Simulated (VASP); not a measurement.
# C (I4/mmm) in VASP: a series of runs

C is run at these levels: PBE; tasks: single point.

All numbers are computed with VASP 6.6.1; they aren't measurements. Logs are shortened: lines on timing, memory, paths and dates and some standing lists are left out, and cuts for length are marked.

**1. The cell of the first run**

The structure is tetragonal, space group I4/mmm (No. 139). Conventional cell: a = 2.952 Å, b = 2.952 Å, c = 3.662 Å, α = 90.00°, β = 90.00°, γ = 90.00°. C (site symmetry mmm) has 4 C at 1.48 to 1.83 Å within 2.0 Å. Within 2.0 Å of C (site symmetry 4/mmm) lie 4 C at 1.48 Å.

**2. Single point, PBE**

The input, INCAR:

```
PREC = Accurate
ENCUT = 520
EDIFF = 1E-6
ISMEAR = 0
SIGMA = 0.1
LREAL = False
LASPH = True
NELM = 60
ALGO = Normal
ISIF = 2
LWAVE = False
LCHARG = False
GGA = PE
NBANDS = 13
```

The input, KPOINTS:

```
Automatic mesh
0
Gamma
  8 8 8
```

The input, POSCAR:

```
C
1.0
   -1.4759219400      1.4759219400      1.8309310400
    1.4759219400     -1.4759219400      1.8309310400
    1.4759219400      1.4759219400     -1.8309310400
C
3
Direct
    0.5000000000      0.0000000000      0.5000000000
    0.0000000000      0.5000000000      0.5000000000
    0.0000000000      0.0000000000      0.0000000000
```

Potentials or basis: VASP PAW PBE potentials, release 64 (C).

On the command line:

```console
> cat potpaw_PBE.64/C/POTCAR > POTCAR
> mpirun -np 1 vasp_std > vasp.out
```

OUTCAR:

```text
PREC = Accurate
   ENCUT = 520
   EDIFF = 1E-6
   ISMEAR = 0
   LREAL = False
   LASPH = True
   NELM = 60
   ISIF = 2
   GGA = PE

 ion  position               nearest neighbor table
   1  0.500  0.000  0.500-   3 1.48   3 1.48   2 1.83   2 1.83
   2  0.000  0.500  0.500-   3 1.48   3 1.48   1 1.83   1 1.83
   3  0.000  0.000  0.000-   1 1.48   2 1.48   2 1.48   1 1.48

  LATTYP: Found a body centered tetragonal cell.
 ALAT       =     2.9518438800
 C/A-ratio  =     1.2405337914

  Lattice vectors:

 A1 = (  -1.4759219400,   1.4759219400,   1.8309310400)
 A2 = (   1.4759219400,  -1.4759219400,   1.8309310400)
 A3 = (   1.4759219400,   1.4759219400,  -1.8309310400)

Analysis of symmetry for initial positions (statically):
=====================================================================
 Subroutine PRICEL returns:
 Original cell was already a primitive cell.

 Routine SETGRP: Setting up the symmetry group for a
 body centered tetragonal supercell.

 Subroutine GETGRP returns: Found 16 space group operations
 (whereof 16 operations were pure point group operations)
 out of a pool of 16 trial point group operations.

The static configuration has the point symmetry D_4h.

Analysis of symmetry for dynamics (positions and initial velocities):
=====================================================================
 Subroutine PRICEL returns:
 Original cell was already a primitive cell.

 Routine SETGRP: Setting up the symmetry group for a
 body centered tetragonal supercell.

 Subroutine GETGRP returns: Found 16 space group operations
 (whereof 16 operations were pure point group operations)
 out of a pool of 16 trial point group operations.

The dynamic configuration has the point symmetry D_4h.

 Subroutine INISYM returns: Found 16 space group operations
 (whereof 16 operations are pure point group operations),
 and found     1 'primitive' translations

----------------------------------------------------------------------------------------

                                     Primitive cell

  volume of cell :      15.9536

  direct lattice vectors                    reciprocal lattice vectors
    -1.475921940  1.475921940  1.830931040     0.000000000  0.338771304  0.273085108
     1.475921940 -1.475921940  1.830931040     0.338771304  0.000000000  0.273085108
     1.475921940  1.475921940 -1.830931040     0.338771304  0.338771304  0.000000000

  length of vectors
     2.776508530  2.776508530  2.776508530     0.435133856  0.435133856  0.479094972

  position of ions in fractional coordinates (direct lattice)
     0.500000000  0.000000000  0.500000000
     0.000000000  0.500000000  0.500000000
     0.000000000  0.000000000  0.000000000

  ion indices of the primitive-cell ions
   primitive index   ion index
                 1           1
                 2           2
                 3           3

----------------------------------------------------------------------------------------

 KPOINTS: Automatic mesh

Automatic generation of k-mesh.
 Grid dimensions read from file:
 generate k-points for:    8    8    8

 Generating k-lattice:

  Cartesian coordinates                     Fractional coordinates (reciprocal lattice)
     0.000000000  0.042346413  0.034135638     0.125000000  0.000000000 -0.000000000
     0.042346413  0.000000000  0.034135638     0.000000000  0.125000000 -0.000000000
     0.042346413  0.042346413  0.000000000     0.000000000  0.000000000  0.125000000

  Length of vectors
     0.054391732  0.054391732  0.059886872

  Shift w.r.t. Gamma in fractional coordinates (k-lattice)
     0.000000000  0.000000000  0.000000000

 Subroutine IBZKPT returns following result:
 ===========================================

 Found     59 irreducible k-points:

 Following reciprocal coordinates:
            Coordinates               Weight
  0.000000  0.000000  0.000000      1.000000
  0.125000 -0.000000  0.000000      8.000000
  0.250000 -0.000000  0.000000      8.000000
  0.375000 -0.000000  0.000000      8.000000
  0.500000 -0.000000  0.000000      4.000000
  0.125000  0.125000  0.000000      8.000000
[... 16 lines left out ...]
  0.250000  0.125000  0.125000     16.000000
  0.375000  0.125000  0.125000      8.000000
 [... further k-points ...]
   k-points           NKPTS =     59   k-points in BZ     NKDIM =     59   number of bands    NBANDS=     13
   number of dos      NEDOS =    301   number of ions     NIONS =      3
   total plane-waves  NPLWV =  13824
   dimension x,y,z NGX =    24 NGY =   24 NGZ =   24
   dimension x,y,z NGXF=    48 NGYF=   48 NGZF=   48
   ions per type =               3
   NGX,Y,Z   is equivalent  to a cutoff of  14.37, 14.37, 14.37 a.u.
   NGXF,Y,Z  is equivalent  to a cutoff of  28.74, 28.74, 28.74 a.u.
 SYSTEM =  unknown system
   PREC   = accura    normal or accurate (medium, high low for compatibility)
   ISTART =      0    job   : 0-new  1-cont  2-samecut
   ICHARG =      2    charge: 1-file 2-atom 10-const
   ISPIN  =      1    spin polarized calculation?
   LNONCOLLINEAR =      F non collinear calculations
   LSORBIT =      F    spin-orbit coupling
   LASPH  =      T    aspherical Exc in radial PAW
   ENCUT  =  520.0 eV  38.22 Ry    6.18 a.u.   5.16  5.16  5.16*2*pi/ulx,y,z
   NELM   =     60;   NELMIN=  2; NELMDL= -5     # of ELM steps
   EDIFF  = 0.1E-05   stopping-criterion for ELM
   LREAL  =      F    real-space projection
[... 7 lines left out ...]
   TEBEG  =    0.0;   TEEND  =   0.0 temperature during run
   PSTRESS=    0.0 pullay stress
   NELECT =      12.0000    total number of electrons
   NUPDOWN=      -1.0000    fix difference up-down
   EMIN   =  10.00;   EMAX   =-10.00  energy-range for DOS
   EFERMI =   0.00;   METHOD = LEGACY
   ISMEAR =     0;   SIGMA  =   0.10  broadening in eV -4-tet -1-fermi 0-gaus
   EFERMI_NEDOS =   21; number of points for ismear=-14 and -15
   IALGO  =     38    algorithm
   IMIX   =      4    mixing-type and parameters
     AMIX     =   0.40;   BMIX     =  1.00
     AMIX_MAG =   1.60;   BMIX_MAG =  1.00
  volume/ion in A,a.u.               =       5.32        35.89
  Fermi-wavevector in a.u.,A,eV,Ry     =   1.488843  2.813506 30.159414  2.216654
  Thomas-Fermi vector in A             =   2.601827
   LORBIT       =      0    0 simple, 1 ext, 2 COOP (PROOUT), +10 PAW based schemes
   GGA     = PE    functional components
   LHFCALC =     F    Hartree Fock is set to
   AEXX    =    0.0000 exact exchange contribution
   IVDW    =     0    specifies the selected vdW correction
   LEPSILON=     F    determine dielectric tensor
   LRPA    =     F    only Hartree local field effects (RPA)
 non-spin polarized calculation
 Gauss-broadening in eV      SIGMA  =   0.10
  energy-cutoff  :      520.00
  volume of cell :       15.95
 maximum number of plane-waves:       443
 NGX is ok and might be reduce to    24
   NGX = 11   NGY = 11   NGZ = 11

 number of electron      12.0000000 magnetization

 Free energy of the ion-electron system (eV)
  ---------------------------------------------------
  ext. energy  EPLUGINS =         0.00000000
  ---------------------------------------------------
  free energy    TOTEN  =       -17.59773477 eV

  energy without entropy =      -17.59469823  energy(sigma->0) =      -17.59621650

 E-fermi :  11.7159     XC(G=0): -13.9041

 val. band max:       11.6805228923   @ k =   0.1250  -0.0000   0.0000
 cond. band min:      11.7517641503   @ k =  -0.1250  -0.3750   0.1250
 fundamental gap:      0.0712412580
 Fermi energy:        11.7159140909

 k-point     1 :       0.0000    0.0000    0.0000
  band No.  band energies     occupation
      1     -11.9672      2.00000
      2       2.4052      2.00000
      3       2.4052      2.00000
      4       7.2656      2.00000
      5      11.0845      2.00000
      6      11.3363      2.00000
      7      13.2890      0.00000
      8      13.2890      0.00000
      9      15.2198      0.00000
     10      21.4639      0.00000
     11      22.3459      0.00000
     12      22.3459      0.00000
     13      25.8560      0.00000

 k-point     2 :       0.1250   -0.0000    0.0000
  band No.  band energies     occupation
      1     -11.6254      2.00000
      2       1.6682      2.00000
      3       2.2897      2.00000
      4       6.6054      2.00000
      5      10.5462      2.00000
      6      11.6805      1.38328
      7      12.5964      0.00000
      8      13.2077      0.00000
      9      15.9938      0.00000
     10      20.2799      0.00000
     11      23.2143      0.00000
     12      24.4866      0.00000
     13      27.2806      0.00000

 k-point     3 :       0.2500   -0.0000    0.0000
  band No.  band energies     occupation
      1     -10.6126      2.00000
      2      -0.5940      2.00000
      3       2.0309      2.00000
      4       6.1824      2.00000
      5       9.4037      2.00000
      6      11.2671      2.00000
      7      11.5859      1.93411
      8      13.9827      0.00000
      9      17.4147      0.00000
     10      19.0171      0.00000
     11      25.6414      0.00000
     12      27.2376      0.00000
     13      28.8002      0.00000
[... 305 lines left out ...]
 k-point    23 :       0.2500    0.1250    0.1250
  band No.  band energies     occupation
      1      -8.2335      2.00000
      2      -2.9094      2.00000
      3      -0.8569      2.00000
      4       4.8723      2.00000
      5       8.5037      2.00000
      6      10.7708      2.00000
      7      14.1205      0.00000
      8      15.6872      0.00000
      9      16.7755      0.00000
     10      20.2496      0.00000
     11      25.1326      0.00000
     12      28.1932      0.00000
     13      31.1832      0.00000

 k-point    24 :       0.3750    0.1250    0.1250
  band No.  band energies     occupation
      1      -6.8012      2.00000
      2      -4.7445      2.00000
      3      -1.0425      2.00000
      4       4.3390      2.00000
      5       9.6264      2.00000
      6      10.0419      2.00000
      7      14.8640      0.00000
      8      15.0057      0.00000
      9      17.1453      0.00000
     10      22.0132      0.00000
     11      22.5815      0.00000
     12      28.2414      0.00000
     13      31.7366      0.00000

 [... further k-points ...]
[... 5 lines left out ...]
  --------------------------------------------------------------------------------------
  -------------------------------------------------------------------------------------
  Total        8.2389812      8.2389812      4.1817154      0.0000000      0.0000000      0.0000000
  in kB      827.4187089    827.4187089    419.9584281      0.0000000      0.0000000      0.0000000
  external PRESSURE =     691.5986153 kB  Pullay stress =       0.0000000 kB

 VOLUME and BASIS-vectors are now :
 -----------------------------------------------------------------------------
  energy-cutoff  :      520.00
  volume of cell :       15.95
      direct lattice vectors                 reciprocal lattice vectors
    -1.475921940  1.475921940  1.830931040     0.000000000  0.338771304  0.273085108
     1.475921940 -1.475921940  1.830931040     0.338771304  0.000000000  0.273085108
     1.475921940  1.475921940 -1.830931040     0.338771304  0.338771304  0.000000000

 POSITION                                       TOTAL-FORCE (eV/Angst)
 -----------------------------------------------------------------------------------
      0.00000      1.47592      0.00000         0.000000      0.000000     -0.000000
      1.47592      0.00000      0.00000        -0.000000     -0.000000      0.000000
      0.00000      0.00000      0.00000         0.000000     -0.000000     -0.000000
 -----------------------------------------------------------------------------------
    total drift:                               -0.000000     -0.000000      0.000000

  FREE ENERGIE OF THE ION-ELECTRON SYSTEM (eV)
  ---------------------------------------------------
  free  energy   TOTEN  =       -17.5977347714 eV

  energy  without entropy=      -17.5946982255  energy(sigma->0) =      -17.59621650
```

It took 6.4 s on 1 thread of Intel Xeon Platinum 8488C (Sapphire Rapids), shared host; peak memory 0.13 GiB.

What came out:

| Property | Result |
| --- | --- |
| Free energy | -17.5977 eV |
| Pressure | 69.2 GPa |
| Band gap on the k mesh | zero (band 6 reaches 13.38 eV, above the bottom of band 7 at 10.80 eV) |

Stress tensor (GPa, compression positive):
```
82.74  0.00  0.00
 0.00 82.74  0.00
 0.00  0.00 42.00
```

Levels at points of the mesh, in eV from the Fermi level:
| k point | band 3 | band 4 | band 5 | band 6 | band 7 | band 8 | band 9 | band 10 |
| --- | --- | --- | --- | --- | --- | --- | --- | --- |
| (0.00, 0.00, 0.00) | -9.31 | -4.45 | -0.63 | -0.38 | 1.57 | 1.57 | 3.50 | 9.75 |
| (0.50, 0.00, 0.00) | -10.01 | -5.15 | -3.40 | -1.89 | -0.91 | 2.72 | 7.16 | 10.22 |
| (0.50, 0.50, 0.00) | -10.62 | -7.67 | -7.02 | -3.43 | 3.03 | 7.37 | 9.06 | 9.97 |
| (0.50, 0.50, 0.50) | -12.66 | -12.66 | -9.59 | -1.92 | 3.63 | 3.63 | 7.03 | 11.46 |

Caveat: the k points lie up to 0.38 Å⁻¹ apart.

(Part 1 of 2 ends here.)
